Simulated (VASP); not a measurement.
# LiNbO3 (R-3c) in VASP: notebook, part 2 of 2

VASP 6.6.1.

### 4 Single point, PBE

This run uses another cell than the first one, of the same volume but with other edges.

INCAR

```
PREC     = Accurate       # precision mode
ENCUT    = 520            # plane-wave cutoff, eV
EDIFF    = 1E-6           # SCF threshold, eV
ISMEAR   = 0              # smearing method
SIGMA    = 0.05           # smearing width, eV
LREAL    = F              # projectors in reciprocal space
LASPH    = T              # aspherical terms in the spheres
NELM     = 60             # most SCF steps
ALGO     = Normal         # electronic algorithm
ISIF     = 2              # what is computed and relaxed
LWAVE    = F              # write WAVECAR
LCHARG   = F              # write CHGCAR
GGA      = PE             # functional
NBANDS   = 45             # bands
```

KPOINTS

```
Automatic mesh
0
Gamma
  6 6 6
```

POSCAR

```
LiNbO3
1.0
    2.6722716124      1.5428367348      4.3917893192
   -2.6722716124      1.5428367348      4.3917893192
    0.0000000000     -3.0856734694      4.3917893192
Li Nb O
2 2 6
Direct
    0.2500000000      0.2500000000      0.2500000000
    0.7500000000      0.7500000000      0.7500000000
    0.0000000000      0.0000000000      0.0000000000
    0.5000000000      0.5000000000      0.5000000000
    0.1399083177      0.3600916823      0.7500000000
    0.7500000000      0.1399083177      0.3600916823
    0.3600916823      0.7500000000      0.1399083177
    0.8600916823      0.6399083177      0.2500000000
    0.2500000000      0.8600916823      0.6399083177
    0.6399083177      0.2500000000      0.8600916823
```

Potentials or basis: VASP PAW PBE potentials, release 64 (Li_sv, Nb_sv, O).

Run with:

```
> cat potpaw_PBE.64/Li_sv/POTCAR potpaw_PBE.64/Nb_sv/POTCAR potpaw_PBE.64/O/POTCAR > POTCAR
> mpirun -np 1 vasp_std > vasp.out
```

OUTCAR:

```text
PREC = Accurate
   ENCUT = 520
   EDIFF = 1E-6
   ISMEAR = 0
   LREAL = F
   LASPH = T
   NELM = 60
   ISIF = 2
   GGA = PE

 ion  position               nearest neighbor table
   1  0.250  0.250  0.250-   9 2.08  10 2.08   8 2.08
   2  0.750  0.750  0.750-   6 2.08   7 2.08   5 2.08
   3  0.000  0.000  0.000-   6 1.98   9 1.98   8 1.98   5 1.98   7 1.98  10 1.98
   4  0.500  0.500  0.500-   7 1.98  10 1.98   8 1.98   5 1.98   9 1.98   6 1.98
   5  0.140  0.360  0.750-   3 1.98   4 1.98   2 2.08
   6  0.750  0.140  0.360-   3 1.98   4 1.98   2 2.08
[... 1376 lines left out ...]
  external PRESSURE =      23.3535522 kB  Pullay stress =       0.0000000 kB

 VOLUME and BASIS-vectors are now :
 -----------------------------------------------------------------------------
  energy-cutoff  :      520.00
  volume of cell :      108.64
      direct lattice vectors                 reciprocal lattice vectors
     2.672271612  1.542836735  4.391789319     0.187106729  0.108026120  0.075899209
    -2.672271612  1.542836735  4.391789319    -0.187106729  0.108026120  0.075899209
     0.000000000 -3.085673469  4.391789319     0.000000000 -0.216052241  0.075899209

 POSITION                                       TOTAL-FORCE (eV/Angst)
 -----------------------------------------------------------------------------------
      0.00000      0.00000      3.29384         0.000000     -0.000000     -0.000000
      0.00000      0.00000      9.88153         0.000000     -0.000000     -0.000000
      0.00000      0.00000      0.00000         0.000000     -0.000000     -0.000000
      0.00000      0.00000      6.58768         0.000000     -0.000000     -0.000000
     -0.58839     -1.54284      5.48974        -0.210735     -0.000000      0.000000
      1.63033      0.26186      5.48974         0.105367     -0.182501     -0.000000
     -1.04194      1.28098      5.48974         0.105367      0.182501     -0.000000
      0.58839      1.54284      7.68563         0.210735     -0.000000     -0.000000
     -1.63033     -0.26186      7.68563        -0.105367      0.182501     -0.000000
      1.04194     -1.28098      7.68563        -0.105367     -0.182501     -0.000000
 -----------------------------------------------------------------------------------
    total drift:                                0.000000      0.000000     -0.000000

  FREE ENERGIE OF THE ION-ELECTRON SYSTEM (eV)
  ---------------------------------------------------
  free  energy   TOTEN  =       -79.5618023732 eV

  energy  without entropy=      -79.5618023732  energy(sigma->0) =      -79.56180237
```

stdout:

```text
POSCAR found type information on POSCAR LiNbO
 POSCAR found :  3 types and      10 ions
 scaLAPACK will be used
 LDA part: xc-table for (Slater+PW92), standard interpolation
 POSCAR, INCAR and KPOINTS ok, starting setup
 FFT: planning ... GRIDC
 FFT: planning ... GRID_SOFT
 FFT: planning ... GRID
 WAVECAR not read
 entering main loop
```

Run time: 2.1 min. Hardware: 1 thread of Intel Xeon Platinum 8488C (Sapphire Rapids), shared host; peak memory 0.31 GiB.

Results:

| Quantity | Value |
| --- | --- |
| Free energy | -79.5618 eV |
| Largest force | 0.211 eV/Å |
| Band gap on the k mesh | 2.50 eV (least direct gap 2.53 eV) |

Forces on the atoms (eV/Å):
```
Li   0.000  0.000  0.000
Li   0.000  0.000  0.000
Nb   0.000  0.000  0.000
Nb   0.000  0.000  0.000
O   -0.211  0.000  0.000
O    0.105 -0.183  0.000
O    0.105  0.183  0.000
O    0.211  0.000  0.000
O   -0.105  0.183  0.000
O   -0.105 -0.183  0.000
```

Caveat: the cutoff is under 1.25 times the usual one of these potentials, so pressure, stress and relaxed cells hold a basis-set (Pulay) error. A k mesh can miss the band edges.

### 5 Single point, PBE

This run uses another cell than the first one, of the same volume but with other edges.

INCAR

```
  PREC = Accurate
  ENCUT = 520
  EDIFF = 1E-6
  ISMEAR = 0
  SIGMA = 0.05
  LREAL = False
  LASPH = True
  NELM = 60
  ALGO = Normal
  ISIF = 2
  LWAVE = False
  LCHARG = True
  GGA = PE
  LELF = True
  LVHAR = True
  NBANDS = 45
```

KPOINTS is that of step 4.

POSCAR

```
LiNbO3
1.0
    2.4575426624      1.4188629177      5.1927876456
   -2.4575426624      1.4188629177      5.1927876456
    0.0000000000     -2.8377258353      5.1927876456
Li Nb O
2 2 6
Direct
    0.2500000000      0.2500000000      0.2500000000
    0.7500000000      0.7500000000      0.7500000000
    0.0000000000      0.0000000000      0.0000000000
    0.5000000000      0.5000000000      0.5000000000
    0.1590542063      0.3409457937      0.7500000000
    0.7500000000      0.1590542063      0.3409457937
    0.3409457937      0.7500000000      0.1590542063
    0.8409457937      0.6590542063      0.2500000000
    0.2500000000      0.8409457937      0.6590542063
    0.6590542063      0.2500000000      0.8409457937
```

Run with:

```
> cat potpaw_PBE.64/Li_sv/POTCAR potpaw_PBE.64/Nb_sv/POTCAR potpaw_PBE.64/O/POTCAR > POTCAR
> mpirun -np 1 vasp_std > vasp.out
```

Wall time 3.2 min (1 thread of Intel Xeon Platinum 8488C (Sapphire Rapids), shared host); peak memory 0.36 GiB.

Results (log left out):

```
Free energy            : -77.8691 eV
Largest force          : 1.118 eV/Å
Band gap on the k mesh : 1.68 eV (least direct gap 1.81 eV)
```

Forces in eV/Å, atoms in the order of the input:
```
Li   0.000  0.000  0.000
Li   0.000  0.000  0.000
Nb   0.000  0.000  0.000
Nb   0.000  0.000  0.000
O   -1.118  0.000  0.000
O    0.559 -0.969  0.000
O    0.559  0.969  0.000
O    1.118  0.000  0.000
O   -0.559  0.969  0.000
O   -0.559 -0.969  0.000
```

Levels at points of the mesh, in eV from the valence-band top:
```csv
k point,band 30,band 31,band 32,band 33,band 34,band 35,band 36,band 37,band 38,band 39
"(0.00, 0.00, 0.00)",-1.03,-0.08,-0.08,-0.05,-0.05,1.79,1.79,2.41,4.49,4.49
"(0.50, 0.00, 0.00)",-1.03,-0.87,-0.87,-0.25,-0.25,3.41,3.41,3.61,3.61,4.02
"(0.50, 0.50, 0.00)",-1.51,-1.15,-1.09,-0.27,-0.13,1.68,3.45,3.67,3.94,4.51
"(0.50, 0.50, 0.50)",-0.74,-0.16,-0.16,-0.16,-0.16,3.81,3.81,3.81,3.81,4.22
```

Caveat: the cutoff is under 1.25 times the usual one of these potentials, so pressure, stress and relaxed cells hold a basis-set (Pulay) error; forces of over 1 eV/Å act on the atoms, so gaps and moduli don't describe the material at rest.

### 6 Overview

```tsv
cell	gap on the mesh (eV)	largest force (eV/Å)
a = 5.242 Å, angles 63.0°, 10 atoms, atomic positions A	1.66	1.14
a = 5.635 Å, angles 53.9°, 10 atoms, atomic positions B	2.28	0.98
a = 5.367 Å, angles 59.7°, 10 atoms, atomic positions C	2.50	0.21
a = 5.918 Å, angles 49.1°, 10 atoms, atomic positions B	1.68	1.12
```

Alike in all rows: task single point; level PBE; potentials or basis VASP PAW PBE potentials, release 64 (Li_sv, Nb_sv, O); no spin polarisation; k mesh 6 × 6 × 6; cutoff (eV) 520; smearing gaussian 0.05 eV.

Caveats: the cutoff is under 1.25 times the usual one of these potentials, so pressure, stress and relaxed cells hold a basis-set (Pulay) error; forces of over 1 eV/Å act on the atoms, so gaps and moduli don't describe the material at rest (at least some runs).

Absolute energies hang on the potentials; compare differences alone.
